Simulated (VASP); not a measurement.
# ScTa2 (P-3m1) in VASP: notebook, part 3 of 3

VASP 6.6.1. The steps go on from the part before.

### Step 4. Relaxation of cell and atoms, PBE

Input file INCAR:

```
SYSTEM = ScTa2
PREC = Accurate
ENCUT = 600
EDIFF = 1E-6
ISMEAR = 0
SIGMA = 0.1
LREAL = .FALSE.
LASPH = .TRUE.
NELM = 80
ALGO = Normal
ISIF = 3
LWAVE = .FALSE.
LCHARG = .FALSE.
GGA = PE
IBRION = 2
NSW = 90
EDIFFG = -0.04
```

Input file KPOINTS:

```
regular mesh
0
G
  6 6 4
  0 0 0
```

Input file POSCAR:

```
ScTa2
1.0
    4.0145788800      0.0000000000      0.0000000000
   -2.0072894400      3.4767272900      0.0000000000
    0.0000000000      0.0000000000      4.3372394900
Sc Ta
1 2
Direct
    0.0000000000      0.0000000000      0.0000000000
    0.3333333300      0.6666666700      0.5087273300
    0.6666666700      0.3333333300      0.4912726700
```

Potentials or basis: VASP PAW PBE potentials, release 64 (Sc_sv, Ta_pv).

On the command line:

```sh
$ cat potpaw_PBE.64/Sc_sv/POTCAR potpaw_PBE.64/Ta_pv/POTCAR > POTCAR
$ mpirun -np 1 vasp_std > vasp.out
```

OUTCAR:

```text
SYSTEM = ScTa2
   PREC = Accurate
   ENCUT = 600
   EDIFF = 1E-6
   ISMEAR = 0
   LREAL = .FALSE.
   LASPH = .TRUE.
   NELM = 80
   ISIF = 3
   GGA = PE
   IBRION = 2
   NSW = 90
   EDIFFG = -0.04

 ion  position               nearest neighbor table
   1  0.000  0.000  0.000-   2 3.15   3 3.15   2 3.15   3 3.15   3 3.15   2 3.15   2 3.20   3 3.20
                             3 3.20   2 3.20   2 3.20   3 3.20
   2  0.333  0.667  0.509-   3 2.32   3 2.32   3 2.32   1 3.15   1 3.15   1 3.15   1 3.20   1 3.20
                             1 3.20
   3  0.667  0.333  0.491-   2 2.32   2 2.32   2 2.32   1 3.15   1 3.15   1 3.15   1 3.20   1 3.20
                             1 3.20

  LATTYP: Found a hexagonal cell.
 ALAT       =     4.0145788800
 C/A-ratio  =     1.0803722183

  Lattice vectors:

 A1 = (   4.0145788800,   0.0000000000,   0.0000000000)
 A2 = (  -2.0072894400,   3.4767272900,   0.0000000000)
 A3 = (   0.0000000000,   0.0000000000,   4.3372394900)

Analysis of symmetry for initial positions (statically):
=====================================================================
 Subroutine PRICEL returns:
 Original cell was already a primitive cell.

 Routine SETGRP: Setting up the symmetry group for a
 hexagonal supercell.

 Subroutine GETGRP returns: Found 12 space group operations
 (whereof 12 operations were pure point group operations)
 out of a pool of 24 trial point group operations.

The static configuration has the point symmetry D_3d.

Analysis of symmetry for dynamics (positions and initial velocities):
=====================================================================
 Subroutine PRICEL returns:
 Original cell was already a primitive cell.

 Routine SETGRP: Setting up the symmetry group for a
 hexagonal supercell.

 Subroutine GETGRP returns: Found 12 space group operations
 (whereof 12 operations were pure point group operations)
 out of a pool of 24 trial point group operations.

The dynamic configuration has the point symmetry D_3d.

 Subroutine INISYM returns: Found 12 space group operations
 (whereof 12 operations are pure point group operations),
 and found     1 'primitive' translations

----------------------------------------------------------------------------------------

                                     Primitive cell

  volume of cell :      60.5374

  direct lattice vectors                    reciprocal lattice vectors
     4.014578880  0.000000000  0.000000000     0.249092129  0.143813408  0.000000000
    -2.007289440  3.476727290  0.000000000     0.000000000  0.287626816  0.000000000
     0.000000000  0.000000000  4.337239490     0.000000000  0.000000000  0.230561398

  length of vectors
     4.014578880  4.014578875  4.337239490     0.287626816  0.287626816  0.230561398

  position of ions in fractional coordinates (direct lattice)
     0.000000000  0.000000000  0.000000000
     0.333333330  0.666666670  0.508727330
     0.666666670  0.333333330  0.491272670

  ion indices of the primitive-cell ions
   primitive index   ion index
                 1           1
                 2           2
                 3           3

----------------------------------------------------------------------------------------

 KPOINTS: regular mesh

Automatic generation of k-mesh.
 Grid dimensions read from file:
 generate k-points for:    6    6    4

[... 54 lines left out ...]
   ISTART =      0    job   : 0-new  1-cont  2-samecut
   ICHARG =      2    charge: 1-file 2-atom 10-const
   ISPIN  =      1    spin polarized calculation?
   LNONCOLLINEAR =      F non collinear calculations
   LSORBIT =      F    spin-orbit coupling
   LASPH  =      T    aspherical Exc in radial PAW
   ENCUT  =  600.0 eV  44.10 Ry    6.64 a.u.   8.02  8.02  8.66*2*pi/ulx,y,z
   NELM   =     80;   NELMIN=  2; NELMDL= -5     # of ELM steps
   EDIFF  = 0.1E-05   stopping-criterion for ELM
   LREAL  =      F    real-space projection
   EDIFFG = -.4E-01   stopping-criterion for IOM
   NSW    =     90    number of steps for IOM
   IBRION =      2    ionic relax: 0-MD 1-quasi-New 2-CG
   NFREE  =      1    steps in history (QN), initial steepest desc. (CG)
   ISIF   =      3    stress and relaxation
   ISYM   =      2    0-nonsym 1-usesym 2-fastsym
   POTIM  = 0.5000    time-step for ionic-motion
   TEBEG  =    0.0;   TEEND  =   0.0 temperature during run
   PSTRESS=    0.0 pullay stress
   NELECT =      33.0000    total number of electrons
   NUPDOWN=      -1.0000    fix difference up-down
   EMIN   =  10.00;   EMAX   =-10.00  energy-range for DOS
   EFERMI =   0.00;   METHOD = LEGACY
   ISMEAR =     0;   SIGMA  =   0.10  broadening in eV -4-tet -1-fermi 0-gaus
   EFERMI_NEDOS =   21; number of points for ismear=-14 and -15
   IALGO  =     38    algorithm
   IMIX   =      4    mixing-type and parameters
     AMIX     =   0.40;   BMIX     =  1.00
     AMIX_MAG =   1.60;   BMIX_MAG =  1.00
  volume/ion in A,a.u.               =      20.18       136.18
  Fermi-wavevector in a.u.,A,eV,Ry     =   1.337329  2.527185 24.333310  1.788448
  Thomas-Fermi vector in A             =   2.465886
   LORBIT       =      0    0 simple, 1 ext, 2 COOP (PROOUT), +10 PAW based schemes
   GGA     = PE    functional components
   LHFCALC =     F    Hartree Fock is set to
   AEXX    =    0.0000 exact exchange contribution
   IVDW    =     0    specifies the selected vdW correction
   LEPSILON=     F    determine dielectric tensor
   LRPA    =     F    only Hartree local field effects (RPA)
 conjugate gradient relaxation of ions
 non-spin polarized calculation
 Gauss-broadening in eV      SIGMA  =   0.10
  energy-cutoff  :      600.00
  volume of cell :       60.54
 maximum number of plane-waves:      2040
   NGX = 17   NGY = 17   NGZ = 17

--------------------------------------- Ionic step        1  -------------------------------------------

 number of electron      33.0000001 magnetization

 Free energy of the ion-electron system (eV)
  ---------------------------------------------------
  ext. energy  EPLUGINS =         0.00000000
  ---------------------------------------------------
  free energy    TOTEN  =       -25.84353366 eV

  energy without entropy =      -25.82782073  energy(sigma->0) =      -25.83567720

------------------------ aborting loop because EDIFF is reached ----------------------------------------

  FORCE on cell =-STRESS in cart. coord.  units (eV):
  Direction    XX          YY          ZZ          XY          YZ          ZX
  --------------------------------------------------------------------------------------
  -------------------------------------------------------------------------------------
  Total       15.1532939     15.1532939     -5.0425014      0.0000000      0.0000000     -0.0000000
  in kB      401.0454601    401.0454588   -133.4543047      0.0000000      0.0000000     -0.0000000
  external PRESSURE =     222.8788714 kB  Pullay stress =       0.0000000 kB
[... 24 lines left out ...]
--------------------------------------- Ionic step        2  -------------------------------------------

 number of electron      33.0000001 magnetization

 E-fermi :   2.5272     XC(G=0):  -9.9471

 val. band max:        2.5063796135   @ k =   0.1667   0.1667   0.2500
 cond. band min:       2.5397639470   @ k =   0.1667   0.1667   0.0000
 fundamental gap:      0.0333843335
 Fermi energy:         2.5272395922

 k-point     1 :       0.0000    0.0000    0.0000
  band No.  band energies     occupation
      1     -47.6388      2.00000
      2     -32.1809      2.00000
      3     -32.1124      2.00000
      4     -32.1124      2.00000
      5     -32.0717      2.00000
      6     -31.6443      2.00000
[... 608 lines left out ...]
  FREE ENERGIE OF THE ION-ELECTRON SYSTEM (eV)
  ---------------------------------------------------
  free  energy   TOTEN  =       -27.5037798276 eV

  energy  without entropy=      -27.4856893691  energy(sigma->0) =      -27.49473460

[... ionic steps 4 to 13 ...]

--------------------------------------- Ionic step       14  -------------------------------------------

 number of electron      32.9999996 magnetization

------------------------ aborting loop because EDIFF is reached ----------------------------------------
[... 69 lines left out ...]
--------------------------------------- Ionic step       16  -------------------------------------------

 number of electron      32.9999998 magnetization

 Free energy of the ion-electron system (eV)
  ---------------------------------------------------
  ext. energy  EPLUGINS =         0.00000000
  ---------------------------------------------------
  free energy    TOTEN  =       -29.33004270 eV

  energy without entropy =      -29.31911407  energy(sigma->0) =      -29.32457838

 E-fermi :   5.3669     XC(G=0): -11.6542

 val. band max:        5.3459992162   @ k =   0.3333   0.3333   0.0000
 cond. band min:       5.3770069731   @ k =   0.3333   0.3333   0.5000
 fundamental gap:      0.0310077569
 Fermi energy:         5.3668842672

 k-point     1 :       0.0000    0.0000    0.0000
  band No.  band energies     occupation
      1     -43.9836      2.00000
      2     -29.3888      2.00000
      3     -29.3887      2.00000
      4     -28.8841      2.00000
      5     -28.7411      2.00000
      6     -28.7373      2.00000
[... 571 lines left out ...]
  FREE ENERGIE OF THE ION-ELECTRON SYSTEM (eV)
  ---------------------------------------------------
  free  energy   TOTEN  =       -29.3300426964 eV

  energy  without entropy=      -29.3191140665  energy(sigma->0) =      -29.32457838

 reached required accuracy - stopping structural energy minimisation
```

OSZICAR:

```text
N       E                     dE             d eps       ncg     rms          rms(c)
DAV:   1     0.383808400067E+03    0.38381E+03   -0.18401E+04   968   0.190E+03
[... 177 lines left out ...]
  15 F= -.29329712E+02 E0= -.29324221E+02  d E =-.161238E-02
       N       E                     dE             d eps       ncg     rms          rms(c)
DAV:   1    -0.293313840820E+02   -0.16707E-02   -0.87370E-02   976   0.366E+00    0.206E-01
DAV:   2    -0.293304825070E+02    0.90157E-03   -0.25714E-03  1356   0.726E-01    0.111E-01
DAV:   3    -0.293300413544E+02    0.44115E-03   -0.86304E-04  1328   0.238E-01    0.302E-02
DAV:   4    -0.293300431641E+02   -0.18097E-05   -0.98606E-05  1564   0.615E-02    0.299E-02
DAV:   5    -0.293300426964E+02    0.46777E-06   -0.44644E-06  1032   0.177E-02
  16 F= -.29330043E+02 E0= -.29324578E+02  d E =-.194259E-02
```

CONTCAR:

```text
ScTa2
   1.00000000000000
     4.8296192740909349   -0.0000000000000000   -0.0000000000000000
    -2.4148096370454675    4.1825729728746239    0.0000000000000000
     0.0000000000000000   -0.0000000000000000    2.9570352975130545
  Sc              Ta
     1     2
Direct
     0.0000000000000000    1.0000000000000000    0.0000000000000000
     0.3333333300000021    0.6666666699999979    0.5040117677211732
     0.6666666699999979    0.3333333300000021    0.4959882322788269

  0.00000000E+00  0.00000000E+00  0.00000000E+00
  0.00000000E+00  0.00000000E+00  0.00000000E+00
  0.00000000E+00  0.00000000E+00  0.00000000E+00
```

Wall time 4.4 min (1 thread of AMD EPYC 9R45 (Zen 5), shared host); peak memory 0.2 GiB.

What came out:

| Quantity | Value |
| --- | --- |
| Free energy | -29.3300 eV |
| Relaxed volume | 19.91 Å³/atom |
| Relaxed cell | a = 4.830 Å, b = 4.830 Å, c = 2.957 Å, α = 90.00°, β = 90.00°, γ = 120.00° |
| Space group after relaxing (to 0.05 Å) | P6/mmm (No. 191) |
| Energy gained by relaxing | 1162.2 meV/atom |
| Ionic steps | 16 |
| Pressure after relaxing | -0.1 GPa |
| Largest force after relaxing | 0.032 eV/Å |

Forces in eV/Å, atoms in the order of the input:
```
Sc   0.000  0.000  0.000
Ta   0.000  0.000  0.032
Ta   0.000  0.000 -0.032
```

Step by step:
```tsv
step	energy change (eV)	largest force (eV/Å)	pressure (GPa)	volume (Å³)
1	0.0000	0.1940	22.29	60.54
2	-0.7106	0.0222	-20.01	86.04
3	-1.6602	0.1349	-9.30	73.47
4	-1.6623	0.1490	-8.49	72.90
5	-2.6340	0.0482	-4.66	64.91
6	-3.0129	0.0233	1.93	60.24
7	-2.5950	0.0459	30.45	50.42
8	-3.1257	0.0622	6.21	58.18
9	-3.2144	0.0503	15.41	54.35
10	-3.2382	0.0621	11.79	55.70
11	-3.2817	0.0346	7.53	56.68
12	-3.3980	0.0352	8.71	56.30
13	-3.4845	0.0312	0.56	59.51
14	-3.4846	0.0309	0.31	59.62
15	-3.4862	0.0315	0.09	59.69
16	-3.4865	0.0320	-0.07	59.73
```

Final structure:
```
CELL_PARAMETERS angstrom
4.82962 0.00000 0.00000
-2.41481 4.18257 0.00000
0.00000 0.00000 2.95704
ATOMIC_POSITIONS crystal
Sc 0.00000 0.00000 0.00000
Ta 0.33333 0.66667 0.50401
Ta 0.66667 0.33333 0.49599
```

Caveat: the k points lie up to 0.53 Å⁻¹ apart in the final cell; spin-orbit coupling is left out, which moves the levels of the heavy elements.

### Step 5. Summary

```csv
task,cell,k mesh,cutoff (eV),gap on the mesh (eV),pressure (GPa),largest force (eV/Å)
single point,"a = 4.015, b = 4.015, c = 4.337 Å, angles 90.0, 90.0, 120.0°, 3 atoms",6 × 6 × 4,520,none,22.3,0.19
single point,"a = 4.853, b = 4.853, c = 2.921 Å, angles 90.0, 90.0, 120.0°, 3 atoms",6 × 6 × 6,520,none,0.1,-
relaxation of cell and atoms,"relaxed from a = 4.015, b = 4.015, c = 4.337 Å, angles 90.0, 90.0, 120.0°, 3 atoms",6 × 6 × 4,600,none,-0.1,0.03
```

Alike in all rows: level PBE; potentials or basis VASP PAW PBE potentials, release 64 (Sc_sv, Ta_pv); no spin polarisation; smearing gaussian 0.1 eV.

Caveats: some runs use coarse meshes; spin-orbit coupling is left out, which moves the levels of the heavy elements.

Total energies depend on the potentials used, so only differences within one code and one set of settings carry meaning.
